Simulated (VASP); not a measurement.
# Cs2Au (P4/nmm) in VASP: single point with PBE

Aim: the single point of Cs2Au with PBE.

Program: VASP 6.6.1. These are calculated values, not measurements. Logs are shortened: lines on timing, memory, paths and dates and some standing lists are left out, and cuts for length are marked.

**1. The cell of the first run**

Symmetry: P4/nmm, No. 129, tetragonal system. Conventional cell: a = 5.930 Å, b = 5.930 Å, c = 9.528 Å, α = 90.00°, β = 90.00°, γ = 90.00°. Within 4.8 Å of Cs (site symmetry -4m2) lie 4 Au at 3.68 Å and 8 Cs at 4.19 to 4.71 Å. Cs (site symmetry 4mm) has 5 Au at 3.69 to 4.45 Å and 8 Cs at 4.71 to 4.74 Å within 4.8 Å. Au (site symmetry 4mm) has 9 Cs at 3.68 to 4.45 Å within 4.8 Å.

**2. Single point, PBE**

Contents of INCAR:

```
PREC = Accurate
ENCUT = 520
EDIFF = 1E-6
ISMEAR = 0
SIGMA = 0.1
LREAL = F
LASPH = T
NELM = 80
ALGO = Fast
ISIF = 2
LWAVE = F
LCHARG = T
GGA = PE
LELF = T
LVHAR = T
NBANDS = 38
```

Contents of KPOINTS:

```
Automatic mesh
0
Gamma
  6 6 4
```

Contents of POSCAR:

```
Cs2Au
1.0
    5.9300762777      0.0000000000      0.0000000000
    0.0000000000      5.9300762777      0.0000000000
    0.0000000000      0.0000000000      9.5277394847
Cs Au
4 2
Direct
    0.0000000000      0.0000000000      0.0000000000
    0.5000000000      0.5000000000      0.0000000000
    0.0000000000      0.5000000000      0.3844271778
    0.5000000000      0.0000000000      0.6155728222
    0.0000000000      0.5000000000      0.7713481786
    0.5000000000      0.0000000000      0.2286518214
```

Potentials or basis: VASP PAW PBE potentials, release 64 (Cs_sv, Au).

Command:

```console
$ cat potpaw_PBE.64/Cs_sv/POTCAR potpaw_PBE.64/Au/POTCAR > POTCAR
$ mpirun -np 1 vasp_std > vasp.out
```

OUTCAR:

```text
PREC = Accurate
   ENCUT = 520
   EDIFF = 1E-6
   ISMEAR = 0
   LREAL = F
   LASPH = T
   NELM = 80
   ISIF = 2
   GGA = PE

 ion  position               nearest neighbor table
   1  0.000  0.000  0.000-
   2  0.500  0.500  0.000-
   3  0.000  0.500  0.384-
   4  0.500  0.000  0.616-
   5  0.000  0.500  0.771-
   6  0.500  0.000  0.229-

  LATTYP: Found a simple tetragonal cell.
 ALAT       =     5.9300762777
 C/A-ratio  =     1.6066807640

  Lattice vectors:

 A1 = (   5.9300762777,   0.0000000000,   0.0000000000)
 A2 = (   0.0000000000,   5.9300762777,   0.0000000000)
 A3 = (   0.0000000000,   0.0000000000,   9.5277394847)

Analysis of symmetry for initial positions (statically):
=====================================================================
 Subroutine PRICEL returns:
 Original cell was already a primitive cell.

 Routine SETGRP: Setting up the symmetry group for a
 simple tetragonal supercell.

 Subroutine GETGRP returns: Found 16 space group operations
 (whereof  8 operations were pure point group operations)
 out of a pool of 16 trial point group operations.

The static configuration has the point symmetry D_2d.
 The point group associated with its full space group is D_4h.

Analysis of symmetry for dynamics (positions and initial velocities):
=====================================================================
 Subroutine PRICEL returns:
 Original cell was already a primitive cell.

 Routine SETGRP: Setting up the symmetry group for a
 simple tetragonal supercell.

 Subroutine GETGRP returns: Found 16 space group operations
 (whereof  8 operations were pure point group operations)
 out of a pool of 16 trial point group operations.

The dynamic configuration has the point symmetry D_2d.
 The point group associated with its full space group is D_4h.

 Subroutine INISYM returns: Found 16 space group operations
 (whereof  8 operations are pure point group operations),
 and found     1 'primitive' translations

----------------------------------------------------------------------------------------

                                     Primitive cell

  volume of cell :     335.0506

  direct lattice vectors                    reciprocal lattice vectors
     5.930076278  0.000000000  0.000000000     0.168631895  0.000000000  0.000000000
     0.000000000  5.930076278  0.000000000     0.000000000  0.168631895  0.000000000
     0.000000000  0.000000000  9.527739485     0.000000000  0.000000000  0.104956690

  length of vectors
     5.930076278  5.930076278  9.527739485     0.168631895  0.168631895  0.104956690

  position of ions in fractional coordinates (direct lattice)
     0.000000000  0.000000000  0.000000000
     0.500000000  0.500000000  0.000000000
     0.000000000  0.500000000  0.384427178
     0.500000000  0.000000000  0.615572822
     0.000000000  0.500000000  0.771348179
     0.500000000  0.000000000  0.228651821

  ion indices of the primitive-cell ions
   primitive index   ion index
                 1           1
                 2           2
                 3           3
                 4           4
                 5           5
                 6           6

----------------------------------------------------------------------------------------

 KPOINTS: Automatic mesh

Automatic generation of k-mesh.
 Grid dimensions read from file:
 generate k-points for:    6    6    4

 Generating k-lattice:

  Cartesian coordinates                     Fractional coordinates (reciprocal lattice)
     0.028105316  0.000000000  0.000000000     0.166666667  0.000000000  0.000000000
     0.000000000  0.028105316  0.000000000     0.000000000  0.166666667  0.000000000
     0.000000000  0.000000000  0.026239173     0.000000000  0.000000000  0.250000000

  Length of vectors
     0.028105316  0.028105316  0.026239173

  Shift w.r.t. Gamma in fractional coordinates (k-lattice)
     0.000000000  0.000000000  0.000000000

 Subroutine IBZKPT returns following result:
 ===========================================

 Found     30 irreducible k-points:

 Following reciprocal coordinates:
            Coordinates               Weight
  0.000000  0.000000  0.000000      1.000000
  0.166667  0.000000  0.000000      4.000000
  0.333333  0.000000  0.000000      4.000000
  0.500000  0.000000  0.000000      2.000000
  0.166667  0.166667  0.000000      4.000000
  0.333333  0.166667  0.000000      8.000000
[... 16 lines left out ...]
  0.333333  0.000000  0.500000      4.000000
  0.500000  0.000000  0.500000      2.000000
 [... further k-points ...]
   k-points           NKPTS =     30   k-points in BZ     NKDIM =     30   number of bands    NBANDS=     38
   number of dos      NEDOS =    301   number of ions     NIONS =      6
   total plane-waves  NPLWV = 165888
   dimension x,y,z NGX =    48 NGY =   48 NGZ =   72
   dimension x,y,z NGXF=    96 NGYF=   96 NGZF=  144
   ions per type =               4   2
   NGX,Y,Z   is equivalent  to a cutoff of  13.46, 13.46, 12.56 a.u.
   NGXF,Y,Z  is equivalent  to a cutoff of  26.91, 26.91, 25.13 a.u.
 SYSTEM =  unknown system
   PREC   = accura    normal or accurate (medium, high low for compatibility)
   ISTART =      0    job   : 0-new  1-cont  2-samecut
   ICHARG =      2    charge: 1-file 2-atom 10-const
   ISPIN  =      1    spin polarized calculation?
   LNONCOLLINEAR =      F non collinear calculations
   LSORBIT =      F    spin-orbit coupling
   LASPH  =      T    aspherical Exc in radial PAW
   ENCUT  =  520.0 eV  38.22 Ry    6.18 a.u.  11.03 11.03 17.72*2*pi/ulx,y,z
   NELM   =     80;   NELMIN=  2; NELMDL= -5     # of ELM steps
   EDIFF  = 0.1E-05   stopping-criterion for ELM
   LREAL  =      F    real-space projection
   EDIFFG = 0.1E-04   stopping-criterion for IOM
   NSW    =      0    number of steps for IOM
   IBRION =     -1    ionic relax: 0-MD 1-quasi-New 2-CG
   NFREE  =      0    steps in history (QN), initial steepest desc. (CG)
   ISIF   =      2    stress and relaxation
   ISYM   =      2    0-nonsym 1-usesym 2-fastsym
   POTIM  = 0.5000    time-step for ionic-motion
   TEBEG  =    0.0;   TEEND  =   0.0 temperature during run
   PSTRESS=    0.0 pullay stress
   NELECT =      58.0000    total number of electrons
   NUPDOWN=      -1.0000    fix difference up-down
   EMIN   =  10.00;   EMAX   =-10.00  energy-range for DOS
   EFERMI =   0.00;   METHOD = LEGACY
   ISMEAR =     0;   SIGMA  =   0.10  broadening in eV -4-tet -1-fermi 0-gaus
   EFERMI_NEDOS =   21; number of points for ismear=-14 and -15
   IALGO  =     68    algorithm
   IMIX   =      4    mixing-type and parameters
     AMIX     =   0.40;   BMIX     =  1.00
     AMIX_MAG =   1.60;   BMIX_MAG =  1.00
  volume/ion in A,a.u.               =      55.84       376.84
  Fermi-wavevector in a.u.,A,eV,Ry     =   0.912390  1.724168 11.326254  0.832456
  Thomas-Fermi vector in A             =   2.036781
   LORBIT       =      0    0 simple, 1 ext, 2 COOP (PROOUT), +10 PAW based schemes
   GGA     = PE    functional components
   LHFCALC =     F    Hartree Fock is set to
   AEXX    =    0.0000 exact exchange contribution
   IVDW    =     0    specifies the selected vdW correction
   LEPSILON=     F    determine dielectric tensor
   LRPA    =     F    only Hartree local field effects (RPA)
 non-spin polarized calculation
 RMM-DIIS sequential band-by-band and
 Gauss-broadening in eV      SIGMA  =   0.10
  energy-cutoff  :      520.00
  volume of cell :      335.05
 maximum number of plane-waves:      9072
 NGX is ok and might be reduce to    48
   NGX = 23   NGY = 23   NGZ = 35

 number of electron      57.9999993 magnetization

 Free energy of the ion-electron system (eV)
  ---------------------------------------------------
  ext. energy  EPLUGINS =         0.00000000
  ---------------------------------------------------
  free energy    TOTEN  =       -10.87831444 eV

  energy without entropy =      -10.84042961  energy(sigma->0) =      -10.85937203

 E-fermi :   2.1978     XC(G=0):  -7.1828

 val. band max:        2.1767729073   @ k =   0.1667   0.1667   0.5000
 cond. band min:       2.2011724609   @ k =   0.3333   0.1667   0.5000
 fundamental gap:      0.0243995536
 Fermi energy:         2.1977578608

 k-point     1 :       0.0000    0.0000    0.0000
  band No.  band energies     occupation
      1     -21.3484      2.00000
      2     -21.3205      2.00000
      3     -21.1535      2.00000
      4     -21.0378      2.00000
      5      -8.3432      2.00000
      6      -8.3432      2.00000
[... 30 lines left out ...]
     37       4.6010      0.00000
     38       4.6010      0.00000

 k-point     2 :       0.1667    0.0000    0.0000
  band No.  band energies     occupation
      1     -21.3463      2.00000
      2     -21.3221      2.00000
      3     -21.1458      2.00000
      4     -21.0455      2.00000
      5      -8.3255      2.00000
      6      -8.3098      2.00000
[... 30 lines left out ...]
     37       4.4854      0.00000
     38       4.5639      0.00000

 k-point     3 :       0.3333    0.0000    0.0000
  band No.  band energies     occupation
      1     -21.3407      2.00000
      2     -21.3268      2.00000
      3     -21.1247      2.00000
      4     -21.0668      2.00000
      5      -8.3289      2.00000
      6      -8.2690      2.00000
[... 30 lines left out ...]
     37       4.6339      0.00000
     38       4.7037      0.00000

 k-point     4 :       0.5000    0.0000    0.0000
  band No.  band energies     occupation
      1     -21.3335      2.00000
      2     -21.3335      2.00000
      3     -21.0958      2.00000
      4     -21.0958      2.00000
      5      -8.3106      2.00000
      6      -8.3106      2.00000
[... 30 lines left out ...]
     37       4.6596      0.00000
     38       4.6621      0.00000
[... 703 lines left out ...]
      4     -21.0455      2.00000
      5      -8.3332      2.00000
      6      -8.2908      2.00000
[... 30 lines left out ...]
     37       4.2834      0.00000
     38       4.6970      0.00000

 k-point    23 :       0.3333    0.0000    0.5000
  band No.  band energies     occupation
      1     -21.3402      2.00000
      2     -21.3273      2.00000
      3     -21.1247      2.00000
      4     -21.0668      2.00000
      5      -8.3178      2.00000
      6      -8.2799      2.00000
[... 30 lines left out ...]
     37       4.5066      0.00000
     38       4.9244      0.00000

 k-point    24 :       0.5000    0.0000    0.5000
  band No.  band energies     occupation
      1     -21.3335      2.00000
      2     -21.3335      2.00000
      3     -21.0958      2.00000
      4     -21.0958      2.00000
      5      -8.2975      2.00000
      6      -8.2975      2.00000
[... 30 lines left out ...]
     37       4.8508      0.00000
     38       4.8529      0.00000

 [... further k-points ...]

------------------------ aborting loop because EDIFF is reached ----------------------------------------

  FORCE on cell =-STRESS in cart. coord.  units (eV):
  Direction    XX          YY          ZZ          XY          YZ          ZX
  --------------------------------------------------------------------------------------
  -------------------------------------------------------------------------------------
  Total        0.0553423      0.0553423      0.0898032      0.0000000      0.0000000      0.0000000
  in kB        0.2646413      0.2646413      0.4294298      0.0000000      0.0000000      0.0000000
  external PRESSURE =       0.3195708 kB  Pullay stress =       0.0000000 kB

 VOLUME and BASIS-vectors are now :
 -----------------------------------------------------------------------------
  energy-cutoff  :      520.00
  volume of cell :      335.05
      direct lattice vectors                 reciprocal lattice vectors
     5.930076278  0.000000000  0.000000000     0.168631895  0.000000000  0.000000000
     0.000000000  5.930076278  0.000000000     0.000000000  0.168631895  0.000000000
     0.000000000  0.000000000  9.527739485     0.000000000  0.000000000  0.104956690

 POSITION                                       TOTAL-FORCE (eV/Angst)
 -----------------------------------------------------------------------------------
      0.00000      0.00000      0.00000         0.000000      0.000000      0.000000
      2.96504      2.96504      0.00000         0.000000      0.000000      0.000000
      0.00000      2.96504      3.66272        -0.000000     -0.000000     -0.003844
      2.96504      0.00000      5.86502         0.000000     -0.000000      0.003844
      0.00000      2.96504      7.34920         0.000000     -0.000000     -0.002396
      2.96504      0.00000      2.17853        -0.000000     -0.000000      0.002396
 -----------------------------------------------------------------------------------
    total drift:                                0.000000      0.000000      0.000000

  FREE ENERGIE OF THE ION-ELECTRON SYSTEM (eV)
  ---------------------------------------------------
  free  energy   TOTEN  =       -10.8783144386 eV

  energy  without entropy=      -10.8404296127  energy(sigma->0) =      -10.85937203
```

It took 3.9 min on 1 thread of AMD EPYC 9R45 (Zen 5), shared host; peak memory 0.58 GiB.

What came out:

```yaml
Free_energy: -10.8783 eV
Pressure: 0.0 GPa
Largest_force: 0.004 eV/Å
Band_gap_on_the_k_mesh: zero (bands 29 and 30 overlap by 0.48 eV)
```

Forces in eV/Å, atoms in the order of the input:
```
Cs   0.000  0.000  0.000
Cs   0.000  0.000  0.000
Cs   0.000  0.000 -0.004
Cs   0.000  0.000  0.004
Au   0.000  0.000 -0.002
Au   0.000  0.000  0.002
```

Levels at points of the mesh, in eV from the Fermi level:
| k point | band 26 | band 27 | band 28 | band 29 | band 30 | band 31 | band 32 | band 33 |
| --- | --- | --- | --- | --- | --- | --- | --- | --- |
| (0.00, 0.00, 0.00) | -3.51 | -3.48 | -2.92 | -0.29 | 0.47 | 0.91 | 0.91 | 1.08 |
| (0.50, 0.00, 0.00) | -3.51 | -2.96 | -2.96 | -0.03 | -0.03 | 1.18 | 1.18 | 1.24 |
| (0.50, 0.50, 0.00) | -3.49 | -2.87 | -2.87 | 0.25 | 0.25 | 1.03 | 1.03 | 1.27 |
| (0.00, 0.00, 0.50) | -3.49 | -3.39 | -3.14 | -0.41 | -0.13 | 1.18 | 1.18 | 1.22 |
| (0.50, 0.00, 0.50) | -3.51 | -2.93 | -2.93 | -0.24 | -0.24 | 1.00 | 1.00 | 1.37 |
| (0.50, 0.50, 0.50) | -3.49 | -2.89 | -2.89 | 0.09 | 0.09 | 1.22 | 1.22 | 1.26 |

Caveat: spin-orbit coupling is left out, which moves the levels of the heavy elements.
